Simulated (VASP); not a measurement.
# AlN in VASP: single point with PBE

Aim: the single point of AlN with PBE.

Everything below comes from runs of VASP 6.6.1. Logs are shortened: lines on timing, memory, paths and dates and some standing lists are left out, and cuts for length are marked.

### 1 The cell of the first run

The typed cell holds 16 atoms: a = 6.260 Å, b = 6.260 Å, c = 5.017 Å, α = 90.00°, β = 90.00°, γ = 120.00°.

### 2 Single point, PBE

The input, INCAR:

```
  PREC = Accurate
  ENCUT = 520
  EDIFF = 1E-6
  ISMEAR = -1
  SIGMA = 0.01
  LREAL = Auto
  LASPH = T
  NELM = 80
  ALGO = Normal
  ISIF = 2
  LWAVE = F
  LCHARG = T
  GGA = PE
  LELF = T
  LVHAR = T
  NBANDS = 46
```

The input, KPOINTS:

```
regular mesh
0
Gamma
  1 1 2
```

The input, POSCAR:

```
AlN
1.0
    6.2595139092      0.0000000618      0.0000000000
   -3.1297570081      5.4208980298      0.0000000000
    0.0000000000      0.0000000000      5.0174032950
Al N
8 8
Direct
    0.3335524029      0.1664661886      0.5000247806
    0.3335524029      0.6664661886      0.5000247806
    0.8335524029      0.1664661886      0.5000247806
    0.8335524029      0.6664661886      0.5000247806
    0.1664661886      0.3335524029      0.0000247806
    0.1664661886      0.8335524029      0.0000247806
    0.6664661886      0.3335524029      0.0000247806
    0.6664661886      0.8335524029      0.0000247806
    0.3319615438      0.1680198647      0.8799752194
    0.1680198647      0.3319615438      0.3799752194
    0.3319615438      0.6680198647      0.8799752194
    0.1680198647      0.8319615438      0.3799752194
    0.8319615438      0.1680198647      0.8799752194
    0.6680198647      0.3319615438      0.3799752194
    0.8319615438      0.6680198647      0.8799752194
    0.6680198647      0.8319615438      0.3799752194
```

Potentials or basis: VASP PAW PBE potentials, release 64 (Al, N).

The run is started by

```console
> cat potpaw_PBE.64/Al/POTCAR potpaw_PBE.64/N/POTCAR > POTCAR
> mpirun -np 1 vasp_std > vasp.out
```

OUTCAR:

```text
PREC = Accurate
   ENCUT = 520
   EDIFF = 1E-6
   ISMEAR = -1
   LREAL = Auto
   LASPH = T
   NELM = 80
   ISIF = 2
   GGA = PE

 ion  position               nearest neighbor table
   1  0.334  0.166  0.500-  10 1.89   9 1.91  14 1.91  12 1.91   6 3.09   6 3.09   7 3.09   7 3.09
                             5 3.09   5 3.09   2 3.13   2 3.13   3 3.13   3 3.13   4 3.13   4 3.13
   2  0.334  0.666  0.500-  12 1.89  11 1.91  16 1.91  10 1.91   5 3.09   5 3.09   8 3.09   8 3.09
                             6 3.09   6 3.09   1 3.13   1 3.13   4 3.13   4 3.13   3 3.13   3 3.13
   3  0.834  0.166  0.500-  14 1.89  13 1.91  10 1.91  16 1.91   8 3.09   8 3.09   5 3.09   5 3.09
                             7 3.09   7 3.09   4 3.13   4 3.13   1 3.13   1 3.13   2 3.13   2 3.13
   4  0.834  0.666  0.500-  16 1.89  15 1.91  12 1.91  14 1.91   7 3.09   7 3.09   6 3.09   6 3.09
                             8 3.09   8 3.09   3 3.13   3 3.13   2 3.13   2 3.13   1 3.13   1 3.13
   5  0.166  0.334  0.000-   9 1.89  10 1.91  11 1.91  13 1.91   2 3.09   2 3.09   3 3.09   3 3.09
                             1 3.09   1 3.09   6 3.13   6 3.13   7 3.13   7 3.13   8 3.13   8 3.13
   6  0.166  0.834  0.000-  11 1.89  12 1.91   9 1.91  15 1.91   1 3.09   1 3.09   4 3.09   4 3.09
                             2 3.09   2 3.09   5 3.13   5 3.13   8 3.13   8 3.13   7 3.13   7 3.13
   7  0.666  0.334  0.000-  13 1.89  14 1.91  15 1.91   9 1.91   4 3.09   4 3.09   1 3.09   1 3.09
                             3 3.09   3 3.09   8 3.13   8 3.13   5 3.13   5 3.13   6 3.13   6 3.13
   8  0.666  0.834  0.000-  15 1.89  16 1.91  13 1.91  11 1.91   3 3.09   3 3.09   2 3.09   2 3.09
                             4 3.09   4 3.09   7 3.13   7 3.13   6 3.13   6 3.13   5 3.13   5 3.13
   9  0.332  0.168  0.880-   5 1.89   1 1.91   6 1.91   7 1.91
  10  0.168  0.332  0.380-   1 1.89   5 1.91   3 1.91   2 1.91
  11  0.332  0.668  0.880-   6 1.89   2 1.91   5 1.91   8 1.91
  12  0.168  0.832  0.380-   2 1.89   6 1.91   4 1.91   1 1.91
  13  0.832  0.168  0.880-   7 1.89   3 1.91   8 1.91   5 1.91
  14  0.668  0.332  0.380-   3 1.89   7 1.91   1 1.91   4 1.91
  15  0.832  0.668  0.880-   8 1.89   4 1.91   7 1.91   6 1.91
  16  0.668  0.832  0.380-   4 1.89   8 1.91   2 1.91   3 1.91

  LATTYP: Found a hexagonal cell.
 ALAT       =     6.2595139092
 C/A-ratio  =     0.8015643655

  Lattice vectors:

 A1 = (   6.2595139092,   0.0000000618,   0.0000000000)
 A2 = (  -3.1297570081,   5.4208980298,   0.0000000000)
 A3 = (   0.0000000000,   0.0000000000,   5.0174032950)

Analysis of symmetry for initial positions (statically):
=====================================================================
 Subroutine PRICEL returns following result:

  LATTYP: Found a hexagonal cell.
 ALAT       =     3.1297569546
 C/A-ratio  =     1.6031287310

  Lattice vectors:

 A1 = (   3.1297569546,   0.0000000309,   0.0000000000)
 A2 = (  -1.5648785040,   2.7104490149,   0.0000000000)
 A3 = (   0.0000000000,   0.0000000000,   5.0174032950)

   4 primitive cells build up your supercell.

 Routine SETGRP: Setting up the symmetry group for a
 hexagonal supercell.

 Subroutine GETGRP returns: Found  2 space group operations
 (whereof  1 operations were pure point group operations)
 out of a pool of 24 trial point group operations.

The static configuration has the point symmetry C_1 .
 The point group associated with its full space group is C_1h.

Analysis of symmetry for dynamics (positions and initial velocities):
=====================================================================
 Subroutine PRICEL returns following result:

  LATTYP: Found a hexagonal cell.
 ALAT       =     3.1297569546
 C/A-ratio  =     1.6031287310

  Lattice vectors:

 A1 = (   3.1297569546,   0.0000000309,   0.0000000000)
 A2 = (  -1.5648785040,   2.7104490149,   0.0000000000)
 A3 = (   0.0000000000,   0.0000000000,   5.0174032950)

   4 primitive cells build up your supercell.

 Routine SETGRP: Setting up the symmetry group for a
 hexagonal supercell.

 Subroutine GETGRP returns: Found  2 space group operations
 (whereof  1 operations were pure point group operations)
 out of a pool of 24 trial point group operations.

The dynamic configuration has the point symmetry C_1 .
 The point group associated with its full space group is C_1h.

 Subroutine INISYM returns: Found  2 space group operations
 (whereof  1 operations are pure point group operations),
 and found     4 'primitive' translations

----------------------------------------------------------------------------------------

                                     Primitive cell

  volume of cell :      42.5629

  direct lattice vectors                    reciprocal lattice vectors
     3.129756955  0.000000031  0.000000000     0.319513626  0.184471282  0.000000000
    -1.564878504  2.710449015  0.000000000    -0.000000004  0.368942559  0.000000000
     0.000000000  0.000000000  5.017403295     0.000000000  0.000000000  0.199306283

  length of vectors
     3.129756955  3.129756955  5.017403295     0.368942559  0.368942559  0.199306283

  position of ions in fractional coordinates (direct lattice)
     0.667104806  0.332932377  0.500024781
     0.332932377  0.667104806  0.000024781
     0.663923088  0.336039729  0.879975219
     0.336039729  0.663923088  0.379975219

  ion indices of the primitive-cell ions
   primitive index   ion index
                 1           1
                 2           5
                 3           9
                 4          10

----------------------------------------------------------------------------------------

 KPOINTS: regular mesh

Automatic generation of k-mesh.
 Grid dimensions read from file:
 generate k-points for:    1    1    2

 Generating k-lattice:

  Cartesian coordinates                     Fractional coordinates (reciprocal lattice)
     0.159756813  0.092235641  0.000000000     1.000000000 -0.000000000  0.000000000
    -0.000000002  0.184471279  0.000000000     0.000000000  1.000000000  0.000000000
     0.000000000  0.000000000  0.099653141     0.000000000  0.000000000  0.500000000

  Length of vectors
     0.184471279  0.184471279  0.099653141

  Shift w.r.t. Gamma in fractional coordinates (k-lattice)
     0.000000000  0.000000000  0.000000000

 Subroutine IBZKPT returns following result:
 ===========================================

 Found      2 irreducible k-points:

 Following reciprocal coordinates:
            Coordinates               Weight
  0.000000  0.000000  0.000000      1.000000
  0.000000  0.000000  0.500000      1.000000
   k-points           NKPTS =      2   k-points in BZ     NKDIM =      2   number of bands    NBANDS=     46
   number of dos      NEDOS =    301   number of ions     NIONS =     16
   total plane-waves  NPLWV =  92160
   dimension x,y,z NGX =    48 NGY =   48 NGZ =   40
   dimension x,y,z NGXF=    96 NGYF=   96 NGZF=   80
   ions per type =               8   8
   NGX,Y,Z   is equivalent  to a cutoff of  12.75, 12.75, 13.25 a.u.
   NGXF,Y,Z  is equivalent  to a cutoff of  25.50, 25.50, 26.51 a.u.
 SYSTEM =  unknown system
   PREC   = accura    normal or accurate (medium, high low for compatibility)
   ISTART =      0    job   : 0-new  1-cont  2-samecut
   ICHARG =      2    charge: 1-file 2-atom 10-const
   ISPIN  =      1    spin polarized calculation?
   LNONCOLLINEAR =      F non collinear calculations
   LSORBIT =      F    spin-orbit coupling
   LASPH  =      T    aspherical Exc in radial PAW
   ENCUT  =  520.0 eV  38.22 Ry    6.18 a.u.  11.64 11.64  9.33*2*pi/ulx,y,z
   NELM   =     80;   NELMIN=  2; NELMDL= -5     # of ELM steps
   EDIFF  = 0.1E-05   stopping-criterion for ELM
   LREAL  =      T    real-space projection
   EDIFFG = 0.1E-04   stopping-criterion for IOM
   NSW    =      0    number of steps for IOM
[... 5 lines left out ...]
   TEBEG  =    0.0;   TEEND  =   0.0 temperature during run
   PSTRESS=    0.0 pullay stress
   NELECT =      64.0000    total number of electrons
   NUPDOWN=      -1.0000    fix difference up-down
   EMIN   =  10.00;   EMAX   =-10.00  energy-range for DOS
   EFERMI =   0.00;   METHOD = LEGACY
   ISMEAR =    -1;   SIGMA  =   0.01  broadening in eV -4-tet -1-fermi 0-gaus
   EFERMI_NEDOS =   21; number of points for ismear=-14 and -15
   IALGO  =     38    algorithm
   IMIX   =      4    mixing-type and parameters
     AMIX     =   0.40;   BMIX     =  1.00
     AMIX_MAG =   1.60;   BMIX_MAG =  1.00
  volume/ion in A,a.u.               =      10.64        71.81
  Fermi-wavevector in a.u.,A,eV,Ry     =   1.181511  2.232733 18.993310  1.395969
  Thomas-Fermi vector in A             =   2.317783
   LORBIT       =      0    0 simple, 1 ext, 2 COOP (PROOUT), +10 PAW based schemes
   GGA     = PE    functional components
   LHFCALC =     F    Hartree Fock is set to
   AEXX    =    0.0000 exact exchange contribution
   IVDW    =     0    specifies the selected vdW correction
   LEPSILON=     F    determine dielectric tensor
   LRPA    =     F    only Hartree local field effects (RPA)
 non-spin polarized calculation
  energy-cutoff  :      520.00
  volume of cell :      170.25
 maximum number of plane-waves:      4590
 NGX is ok and might be reduce to    48
   NGX = 23   NGY = 23   NGZ = 19

 number of electron      63.9999994 magnetization

 Free energy of the ion-electron system (eV)
  ---------------------------------------------------
  ext. energy  EPLUGINS =         0.00000000
  ---------------------------------------------------
  free energy    TOTEN  =      -114.15696013 eV

  energy without entropy =     -114.15696013  energy(sigma->0) =     -114.15696013

 E-fermi :   6.4667     XC(G=0): -10.7732

 val. band max:        6.1598551110   @ k =   0.0000   0.0000   0.0000
 cond. band min:      10.1586787615   @ k =   0.0000   0.0000   0.0000
 fundamental gap:      3.9988236505
 Fermi energy:         6.4667364789

 k-point     1 :       0.0000    0.0000    0.0000
  band No.  band energies     occupation
      1      -8.9305      2.00000
      2      -6.9902      2.00000
      3      -6.9902      2.00000
      4      -6.9568      2.00000
      5      -6.8012      2.00000
      6      -6.3145      2.00000
[... 36 lines left out ...]
     43      14.1397      0.00000
     44      16.2613      0.00000

 k-point     2 :       0.0000    0.0000    0.5000
  band No.  band energies     occupation
      1      -8.0514      2.00000
      2      -8.0514      2.00000
      3      -6.6092      2.00000
      4      -6.6092      2.00000
      5      -6.6092      2.00000
      6      -6.6092      2.00000
[... 36 lines left out ...]
     43      15.1659      0.00000
     44      15.1659      0.00000
 [bands above 44 left out]

------------------------ aborting loop because EDIFF is reached ----------------------------------------

  FORCE on cell =-STRESS in cart. coord.  units (eV):
  Direction    XX          YY          ZZ          XY          YZ          ZX
  --------------------------------------------------------------------------------------
  -------------------------------------------------------------------------------------
  Total        5.3362970      4.4954724     -7.2121255     -0.7281755     -0.0033464     -0.0019321
  in kB       50.2180348     42.3053267    -67.8708049     -6.8526059     -0.0314920     -0.0181819
  external PRESSURE =       8.2175189 kB  Pullay stress =       0.0000000 kB

 VOLUME and BASIS-vectors are now :
 -----------------------------------------------------------------------------
  energy-cutoff  :      520.00
  volume of cell :      170.25
      direct lattice vectors                 reciprocal lattice vectors
     6.259513909  0.000000062  0.000000000     0.159756813  0.092235641  0.000000000
    -3.129757008  5.420898030  0.000000000    -0.000000002  0.184471279  0.000000000
     0.000000000  0.000000000  5.017403295     0.000000000  0.000000000  0.199306283

 POSITION                                       TOTAL-FORCE (eV/Angst)
 -----------------------------------------------------------------------------------
      1.56688      0.90240      2.50883         0.112771     -0.066964     -0.427644
      0.00200      3.61285      2.50883         0.112771     -0.066964     -0.427644
      4.69663      0.90240      2.50883         0.112771     -0.066964     -0.427644
      3.13176      3.61285      2.50883         0.112771     -0.066964     -0.427644
     -0.00194      1.80815      0.00012        -0.114378      0.064180     -0.427644
     -1.56682      4.51860      0.00012        -0.114378      0.064180     -0.427644
[... 8 lines left out ...]
      3.11694      3.62127      4.41519         0.185960     -0.105508      0.427644
      1.57764      4.50998      1.90649        -0.184352      0.108292      0.427644
 -----------------------------------------------------------------------------------
    total drift:                               -0.000280     -0.000484      0.014368

  FREE ENERGIE OF THE ION-ELECTRON SYSTEM (eV)
  ---------------------------------------------------
  free  energy   TOTEN  =      -114.1569601254 eV

  energy  without entropy=     -114.1569601254  energy(sigma->0) =     -114.15696013
```

It took 23 s on 1 thread of AMD EPYC 9R45 (Zen 5), shared host; peak memory 0.25 GiB.

Results:

* Free energy: -114.1570 eV
* Pressure: 0.8 GPa
* Largest force: 0.478 eV/Å
* Band gap on the k mesh: 4.00 eV

Forces in eV/Å, atoms in the order of the input:
```
Al   0.113 -0.067 -0.428
Al   0.113 -0.067 -0.428
Al   0.113 -0.067 -0.428
Al   0.113 -0.067 -0.428
Al  -0.114  0.064 -0.428
Al  -0.114  0.064 -0.428
Al  -0.114  0.064 -0.428
Al  -0.114  0.064 -0.428
N    0.186 -0.106  0.428
N   -0.184  0.108  0.428
N    0.186 -0.106  0.428
N   -0.184  0.108  0.428
N    0.186 -0.106  0.428
N   -0.184  0.108  0.428
N    0.186 -0.106  0.428
N   -0.184  0.108  0.428
```

Levels at points of the mesh, in eV from the valence-band top:
```csv
k point,band 30,band 31,band 32,band 33,band 34,band 35
"(0.00, 0.00, 0.00)",-0.16,-0.15,0.00,4.00,5.58,5.58
"(0.00, 0.00, 0.50)",-0.51,-0.47,-0.47,5.08,5.08,5.14
```

Caveat: the k points lie up to 1.16 Å⁻¹ apart.
